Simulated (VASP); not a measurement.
Wanted: the native input for a VASP 6.6.1 run.

```yaml
Task: single point
Functional: LDA
Potentials_or_basis: VASP PAW LDA potentials, release 64 (Hf_pv, F)
Cutoff: 520 eV
k_mesh: 9 × 9 × 1
Occupations: gaussian, width 0.1 eV
Spin: no spin polarisation
Dipole_correction: yes
Further_INCAR_settings: ALGO = Normal; EDIFF = 1e-06; NBANDS = 26
```

The structure of Hf3F lies in POSCAR:

```
Hf3F
1.0
    3.0829071749      0.0000000000      0.0000000000
    0.0000000000      3.0829071749      0.0000000000
    0.0000000000      0.0000000000     21.0927836031
Hf F
3 1
Direct
    0.5000000000      0.5000000000      0.1896383178
    0.0000000000      0.0000000000      0.2867330108
    0.5000000000      0.5000000000      0.3836754672
    0.8750000000      0.8750000000      0.5007771284
```

One way to write it, as run:

INCAR

```
ALGO     = Normal         # electronic algorithm
DIPOL    = 0.5 0.5 0.340
EDIFF    = 1E-6           # SCF threshold, eV
ENCUT    = 520            # plane-wave cutoff, eV
IDIPOL   = 3            
ISIF     = 2              # what is computed and relaxed
ISMEAR   = 0              # smearing method
LASPH    = T              # aspherical terms in the spheres
LCHARG   = T              # write CHGCAR
LDIPOL   = T            
LELF     = T              # ELF
LREAL    = F              # projectors in reciprocal space
LVACPOTAV= T            
LVHAR    = T            
LWAVE    = F              # write WAVECAR
NBANDS   = 26             # bands
NELM     = 80             # most SCF steps
PREC     = Accurate       # precision mode
SIGMA    = 0.1            # smearing width, eV
```

KPOINTS

```
k-points
0
Gamma
  9 9 1
```

Potentials or basis: VASP PAW LDA potentials, release 64 (Hf_pv, F).

Launch:

```bash
$ cat potpaw_LDA.64/Hf_pv/POTCAR potpaw_LDA.64/F/POTCAR > POTCAR
$ mpirun -np 1 vasp_std > vasp.out
```

It gave:

- Largest force: 3.693 eV/Å
- Band gap on the k mesh: zero (an odd number of electrons rules out a gap without spin polarisation)

Caveat: spin-orbit coupling is left out, which moves the levels of the heavy elements.

Run time: 7.3 min on 1 thread of Intel(R) Xeon(R) Platinum 8488C (Sapphire Rapids) (shared host), peak memory 0.3 GiB.
